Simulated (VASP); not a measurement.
# Cu (I4/mmm) in VASP: a series of runs

Cu is run at these levels: PBE; tasks: single point.

Program: VASP 6.6.1. These are calculated values, not measurements. Logs are shortened: lines on timing, memory, paths and dates and some standing lists are left out, and cuts for length are marked.

**1. The cell of the first run**

Symmetry: I4/mmm, No. 139, tetragonal system. Conventional cell: a = 2.988 Å, b = 2.988 Å, c = 3.103 Å, α = 90.00°, β = 90.00°, γ = 90.00°. Cu (site symmetry 4/mmm) has 14 Cu at 2.62 to 3.10 Å within 3.5 Å.

**2. Single point, PBE (13.85 Å³/atom)**

INCAR

```
SYSTEM = Cu
  ALGO = Fast
  EDIFF = 1E-7
  ENCUT = 520
  GGA = PE
  ISIF = 2
  ISMEAR = 0
  LASPH = .True.
  LCHARG = .False.
  LREAL = .False.
  LWAVE = .False.
  NBANDS = 12
  NELM = 60
  PREC = Accurate
  SIGMA = 0.15
```

KPOINTS

```
k-points
0
Gamma
  24 24 24
  0 0 0
```

POSCAR

```
Cu
1.0
    0.0000000000      2.1130073225      1.5515812769
    2.1130073225      0.0000000000      1.5515812769
    2.1130073225      2.1130073225      0.0000000000
Cu
1
Direct
    0.0000000000      0.0000000000      0.0000000000
```

Potentials or basis: VASP PAW PBE potentials, release 64 (Cu).

Run with:

```
cat potpaw_PBE.64/Cu/POTCAR > POTCAR
mpirun -np 1 vasp_std > vasp.out
```

OUTCAR:

```text
SYSTEM = Cu
   EDIFF = 1E-7
   ENCUT = 520
   GGA = PE
   ISIF = 2
   ISMEAR = 0
   LASPH = .True.
   LREAL = .False.
   NELM = 60
   PREC = Accurate

 ion  position               nearest neighbor table
   1  0.000  0.000  0.000-

  LATTYP: Found a body centered tetragonal cell.
 ALAT       =     2.9882436129
 C/A-ratio  =     1.0384570188

  Lattice vectors:

 A1 = (   0.0000000000,  -2.1130073225,  -1.5515812769)
 A2 = (   0.0000000000,   2.1130073225,  -1.5515812769)
 A3 = (   2.1130073225,   0.0000000000,   1.5515812769)

Analysis of symmetry for initial positions (statically):
=====================================================================
 Subroutine PRICEL returns:
 Original cell was already a primitive cell.

 Routine SETGRP: Setting up the symmetry group for a
 body centered tetragonal supercell.

 Subroutine GETGRP returns: Found 16 space group operations
 (whereof 16 operations were pure point group operations)
 out of a pool of 16 trial point group operations.

The static configuration has the point symmetry D_4h.

Analysis of symmetry for dynamics (positions and initial velocities):
=====================================================================
 Subroutine PRICEL returns:
 Original cell was already a primitive cell.

 Routine SETGRP: Setting up the symmetry group for a
 body centered tetragonal supercell.

 Subroutine GETGRP returns: Found 16 space group operations
 (whereof 16 operations were pure point group operations)
 out of a pool of 16 trial point group operations.

The dynamic configuration has the point symmetry D_4h.

 Subroutine INISYM returns: Found 16 space group operations
 (whereof 16 operations are pure point group operations),
 and found     1 'primitive' translations

----------------------------------------------------------------------------------------

                                     Primitive cell

  volume of cell :      13.8550

  direct lattice vectors                    reciprocal lattice vectors
     0.000000000  2.113007323  1.551581277    -0.236629563  0.236629563  0.322251891
     2.113007323  0.000000000  1.551581277     0.236629563 -0.236629563  0.322251891
     2.113007323  2.113007323  0.000000000     0.236629563  0.236629563 -0.322251891

  length of vectors
     2.621488967  2.621488967  2.988243613     0.464578714  0.464578714  0.464578714

  position of ions in fractional coordinates (direct lattice)
     0.000000000  0.000000000  0.000000000

  ion indices of the primitive-cell ions
   primitive index   ion index
                 1           1

----------------------------------------------------------------------------------------

 KPOINTS: k-points

Automatic generation of k-mesh.
 Grid dimensions read from file:
 generate k-points for:   24   24   24

 Generating k-lattice:

  Cartesian coordinates                     Fractional coordinates (reciprocal lattice)
    -0.009859565  0.009859565  0.013427162     0.041666667 -0.000000000  0.000000000
     0.009859565 -0.009859565  0.013427162    -0.000000000  0.041666667  0.000000000
     0.009859565  0.009859565 -0.013427162     0.000000000  0.000000000  0.041666667

  Length of vectors
     0.019357446  0.019357446  0.019357446

  Shift w.r.t. Gamma in fractional coordinates (k-lattice)
     0.000000000  0.000000000  0.000000000

 Subroutine IBZKPT returns following result:
 ===========================================

 Found   1063 irreducible k-points:

 Following reciprocal coordinates:
            Coordinates               Weight
  0.000000  0.000000  0.000000      1.000000
  0.041667  0.000000  0.000000      8.000000
  0.083333  0.000000  0.000000      8.000000
  0.125000  0.000000  0.000000      8.000000
  0.166667  0.000000  0.000000      8.000000
  0.208333  0.000000  0.000000      8.000000
[... 16 lines left out ...]
  0.416667  0.041667  0.000000      8.000000
  0.458333  0.041667  0.000000      8.000000
 [... further k-points ...]
   k-points           NKPTS =   1063   k-points in BZ     NKDIM =   1063   number of bands    NBANDS=     12
   number of dos      NEDOS =    301   number of ions     NIONS =      1
   total plane-waves  NPLWV =   9600
   dimension x,y,z NGX =    20 NGY =   20 NGZ =   24
   dimension x,y,z NGXF=    40 NGYF=   40 NGZF=   48
   ions per type =               1
   NGX,Y,Z   is equivalent  to a cutoff of  12.68, 12.68, 13.35 a.u.
   NGXF,Y,Z  is equivalent  to a cutoff of  25.37, 25.37, 26.70 a.u.
 SYSTEM =  Cu
   PREC   = accura    normal or accurate (medium, high low for compatibility)
   ISTART =      0    job   : 0-new  1-cont  2-samecut
   ICHARG =      2    charge: 1-file 2-atom 10-const
   ISPIN  =      1    spin polarized calculation?
   LNONCOLLINEAR =      F non collinear calculations
   LSORBIT =      F    spin-orbit coupling
   LASPH  =      T    aspherical Exc in radial PAW
   ENCUT  =  520.0 eV  38.22 Ry    6.18 a.u.   4.87  4.87  5.56*2*pi/ulx,y,z
   NELM   =     60;   NELMIN=  2; NELMDL= -5     # of ELM steps
   EDIFF  = 0.1E-06   stopping-criterion for ELM
   LREAL  =      F    real-space projection
   EDIFFG = 0.1E-05   stopping-criterion for IOM
   NSW    =      0    number of steps for IOM
   IBRION =     -1    ionic relax: 0-MD 1-quasi-New 2-CG
   NFREE  =      0    steps in history (QN), initial steepest desc. (CG)
   ISIF   =      2    stress and relaxation
   ISYM   =      2    0-nonsym 1-usesym 2-fastsym
   POTIM  = 0.5000    time-step for ionic-motion
   TEBEG  =    0.0;   TEEND  =   0.0 temperature during run
   PSTRESS=    0.0 pullay stress
   NELECT =      11.0000    total number of electrons
   NUPDOWN=      -1.0000    fix difference up-down
   EMIN   =  10.00;   EMAX   =-10.00  energy-range for DOS
   EFERMI =   0.00;   METHOD = LEGACY
   ISMEAR =     0;   SIGMA  =   0.15  broadening in eV -4-tet -1-fermi 0-gaus
   EFERMI_NEDOS =   21; number of points for ismear=-14 and -15
   IALGO  =     68    algorithm
   IMIX   =      4    mixing-type and parameters
     AMIX     =   0.40;   BMIX     =  1.00
     AMIX_MAG =   1.60;   BMIX_MAG =  1.00
  volume/ion in A,a.u.               =      13.85        93.50
  Fermi-wavevector in a.u.,A,eV,Ry     =   1.515899  2.864633 31.265498  2.297949
  Thomas-Fermi vector in A             =   2.625361
   LORBIT       =      0    0 simple, 1 ext, 2 COOP (PROOUT), +10 PAW based schemes
   GGA     = PE    functional components
   LHFCALC =     F    Hartree Fock is set to
   AEXX    =    0.0000 exact exchange contribution
   IVDW    =     0    specifies the selected vdW correction
   LEPSILON=     F    determine dielectric tensor
   LRPA    =     F    only Hartree local field effects (RPA)
 non-spin polarized calculation
 RMM-DIIS sequential band-by-band and
 Gauss-broadening in eV      SIGMA  =   0.15
  energy-cutoff  :      520.00
  volume of cell :       13.85
 maximum number of plane-waves:       394
   NGX =  9   NGY =  9   NGZ = 11

 number of electron      10.9999997 magnetization

 Free energy of the ion-electron system (eV)
  ---------------------------------------------------
  ext. energy  EPLUGINS =         0.00000000
  ---------------------------------------------------
  free energy    TOTEN  =        -3.60883565 eV

  energy without entropy =       -3.60386422  energy(sigma->0) =       -3.60634994

 E-fermi :   5.7697     XC(G=0): -11.8264

 val. band max:        5.7680095911   @ k =  -0.2500   0.0417   0.2500
 cond. band min:       5.7730644241   @ k =  -0.3333   0.2083   0.1250
 fundamental gap:      0.0050548330
 Fermi energy:         5.7696785585

 k-point     1 :       0.0000    0.0000    0.0000
  band No.  band energies     occupation
      1      -2.4321      2.00000
      2       3.0899      2.00000
      3       3.0899      2.00000
      4       3.1983      2.00000
      5       3.8606      2.00000
      6       3.9720      2.00000
      7      28.8150      0.00000
      8      29.3456      0.00000
      9      29.3456      0.00000
     10      30.2242      0.00000
     11      31.1467      0.00000
     12      31.1475      0.00000

 k-point     2 :       0.0417    0.0000    0.0000
  band No.  band energies     occupation
      1      -2.3730      2.00000
      2       3.0903      2.00000
      3       3.0944      2.00000
      4       3.2046      2.00000
      5       3.8542      2.00000
      6       3.9690      2.00000
      7      28.0230      0.00000
      8      28.9405      0.00000
      9      29.0750      0.00000
     10      29.8607      0.00000
     11      30.4787      0.00000
     12      30.5822      0.00000

 k-point     3 :       0.0833    0.0000    0.0000
  band No.  band energies     occupation
      1      -2.1965      2.00000
      2       3.0894      2.00000
      3       3.0903      2.00000
      4       3.2418      2.00000
      5       3.8354      2.00000
      6       3.9623      2.00000
      7      26.0503      0.00000
      8      28.2542      0.00000
      9      28.4302      0.00000
     10      29.4347      0.00000
     11      29.7275      0.00000
     12      30.0133      0.00000
[... 286 lines left out ...]
 k-point    23 :       0.4167    0.0417    0.0000
  band No.  band energies     occupation
      1       1.4563      2.00000
      2       2.6801      2.00000
      3       3.7511      2.00000
      4       3.8218      2.00000
      5       4.3764      2.00000
      6       4.6215      2.00000
      7      10.9836      0.00000
      8      21.6274      0.00000
      9      22.3423      0.00000
     10      26.2455      0.00000
     11      28.0720      0.00000
     12      34.8805      0.00000

 k-point    24 :       0.4583    0.0417    0.0000
  band No.  band energies     occupation
      1       1.5638      2.00000
      2       2.6544      2.00000
      3       3.8085      2.00000
      4       3.8499      2.00000
      5       4.4518      2.00000
      6       5.2886      1.99999
      7       9.7779      0.00000
      8      21.4084      0.00000
      9      22.1602      0.00000
     10      26.1005      0.00000
     11      28.0063      0.00000
     12      35.2203      0.00000

 [... further k-points ...]

------------------------ aborting loop because EDIFF is reached ----------------------------------------

  FORCE on cell =-STRESS in cart. coord.  units (eV):
  Direction    XX          YY          ZZ          XY          YZ          ZX
  --------------------------------------------------------------------------------------
  -------------------------------------------------------------------------------------
  Total       -1.1632728     -1.1632728     -1.1079739      0.0000000      0.0000000      0.0000000
  in kB     -134.5196132   -134.5196132   -128.1249169      0.0000000      0.0000000      0.0000000
  external PRESSURE =    -132.3880478 kB  Pullay stress =       0.0000000 kB

 VOLUME and BASIS-vectors are now :
 -----------------------------------------------------------------------------
  energy-cutoff  :      520.00
  volume of cell :       13.85
      direct lattice vectors                 reciprocal lattice vectors
     0.000000000  2.113007323  1.551581277    -0.236629563  0.236629563  0.322251891
     2.113007323  0.000000000  1.551581277     0.236629563 -0.236629563  0.322251891
     2.113007323  2.113007323  0.000000000     0.236629563  0.236629563 -0.322251891

 POSITION                                       TOTAL-FORCE (eV/Angst)
 -----------------------------------------------------------------------------------
      0.00000      0.00000      0.00000         0.000000      0.000000      0.000000
 -----------------------------------------------------------------------------------
    total drift:                                0.000000      0.000000      0.000000

  FREE ENERGIE OF THE ION-ELECTRON SYSTEM (eV)
  ---------------------------------------------------
  free  energy   TOTEN  =        -3.6088356533 eV

  energy  without entropy=       -3.6038642208  energy(sigma->0) =       -3.60634994
```

It took 83 s on 1 thread of Intel Xeon 6975P-C (Granite Rapids), shared host; peak memory 0.28 GiB.

What came out:

```yaml
Free_energy: -3.6088 eV
Pressure: -13.2 GPa
Band_gap_on_the_k_mesh: zero (an odd number of electrons rules out a gap without spin polarisation)
```

Caveat: the cell stands under tension.

**3. Single point, PBE (11.31 Å³/atom)**

This run uses another cell than the first one, of 11.31 Å³/atom.

INCAR

```
  PREC = Accurate
  ENCUT = 520
  EDIFF = 1E-7
  ISMEAR = 0
  SIGMA = 0.15
  LREAL = F
  LASPH = T
  NELM = 80
  ALGO = Fast
  ISIF = 2
  LWAVE = F
  LCHARG = T
  GGA = PE
  LELF = T
  LVHAR = T
  NBANDS = 12
```

KPOINTS

```
regular mesh
0
Gamma
  24 24 24
```

POSCAR

```
Cu
1.0
    0.0000000000      1.9746098061      1.4499559806
    1.9746098061      0.0000000000      1.4499559806
    1.9746098061      1.9746098061      0.0000000000
Cu
1
Direct
    0.0000000000      0.0000000000      0.0000000000
```

Potentials or basis: VASP PAW PBE potentials, release 64 (Cu).

Run with:

```
cat potpaw_PBE.64/Cu/POTCAR > POTCAR
mpirun -np 1 vasp_std > vasp.out
```

Wall time 87 s (1 thread of Intel Xeon 6975P-C (Granite Rapids), shared host); peak memory 0.25 GiB.

The run converged. Its results:

```yaml
Free_energy: -3.6711 eV
Pressure: 10.2 GPa
Band_gap_on_the_k_mesh: zero (an odd number of electrons rules out a gap without spin polarisation)
```

Stress tensor (GPa, compression positive):
```
10.01  0.00  0.00
 0.00 10.01  0.00
 0.00  0.00 10.60
```

Levels at points of the mesh, in eV from the Fermi level:
| k point | band 4 | band 5 | band 6 | band 7 | band 8 | band 9 |
| --- | --- | --- | --- | --- | --- | --- |
| (0.00, 0.00, 0.00) | -3.16 | -2.26 | -2.11 | 24.94 | 25.69 | 25.69 |
| (0.50, 0.00, 0.00) | -2.06 | -1.41 | -0.80 | 4.45 | 18.19 | 18.48 |
| (0.50, 0.50, 0.00) | -1.57 | -1.57 | 7.44 | 8.88 | 8.88 | 13.39 |
| (0.50, 0.00, 0.50) | -2.02 | -1.38 | -0.51 | 4.86 | 17.21 | 17.37 |

Caveat: the cell stands under pressure.

**4. Single point, PBE (11.31 Å³/atom)**

This run uses another cell than the first one, of 11.31 Å³/atom.

INCAR

```
ALGO = Normal
EDIFF = 1E-7
ENCUT = 520
GGA = PE
ISIF = 2
ISMEAR = 0
LASPH = True
LCHARG = True
LELF = True
LREAL = False
LVHAR = True
LWAVE = False
NBANDS = 12
NELM = 60
PREC = Accurate
SIGMA = 0.15
```

KPOINTS

```
k-points
0
Gamma
  24 24 24
```

POSCAR

```
Cu
1.0
    0.0000000000      2.0261272095      1.3771586643
    2.0261272095      0.0000000000      1.3771586643
    2.0261272095      2.0261272095      0.0000000000
Cu
1
Direct
    0.0000000000      0.0000000000      0.0000000000
```

Run with:

```
cat potpaw_PBE.64/Cu/POTCAR > POTCAR
mpirun -np 1 vasp_std > vasp.out
```

It took 60 s on 1 thread of Intel Xeon 6975P-C (Granite Rapids), shared host; peak memory 0.25 GiB.

It converged, with:

```
Free energy            : -3.6708 eV
Pressure               : 10.2 GPa
Band gap on the k mesh : zero (an odd number of electrons rules out a gap without spin polarisation)
```

Levels at points of the mesh, in eV from the Fermi level:
| k point | band 2 | band 3 | band 4 | band 5 | band 6 | band 7 | band 8 | band 9 | band 10 | band 11 |
| --- | --- | --- | --- | --- | --- | --- | --- | --- | --- | --- |
| (0.00, 0.00, 0.00) | -3.36 | -3.20 | -3.20 | -2.28 | -2.10 | 25.09 | 25.09 | 26.11 | 29.23 | 29.25 |
| (0.50, 0.00, 0.00) | -4.08 | -2.20 | -2.00 | -1.39 | -0.60 | 4.73 | 17.52 | 17.71 | 21.58 | 24.72 |
| (0.50, 0.50, 0.00) | -4.87 | -1.59 | -1.59 | -1.55 | 7.88 | 7.88 | 9.43 | 13.52 | 14.11 | 16.92 |
| (0.50, 0.00, 0.50) | -3.88 | -2.34 | -2.11 | -1.42 | -0.91 | 4.29 | 18.56 | 18.91 | 22.56 | 25.64 |

Caveat: the cell stands under pressure.

**5. The runs side by side**

| cell | gap on the mesh (eV) | pressure (GPa) |
| --- | --- | --- |
| a = 2.621, b = 2.621, c = 2.988 Å, angles 55.3, 55.3, 69.5°, 1 atom | none | -13.2 |
| a = 2.450, b = 2.450, c = 2.793 Å, angles 55.3, 55.3, 69.5°, 1 atom | none | 10.2 |
| a = 2.450, b = 2.450, c = 2.865 Å, angles 54.2, 54.2, 71.6°, 1 atom | none | 10.2 |

Alike in all rows: task single point; level PBE; potentials or basis VASP PAW PBE potentials, release 64 (Cu); no spin polarisation; k mesh 24 × 24 × 24; cutoff (eV) 520; smearing gaussian 0.15 eV.

Caveats: the cell stands under pressure (at least some runs); the cell stands under tension (at least some runs).

Total energies depend on the potentials used, so only differences within one code and one set of settings carry meaning.
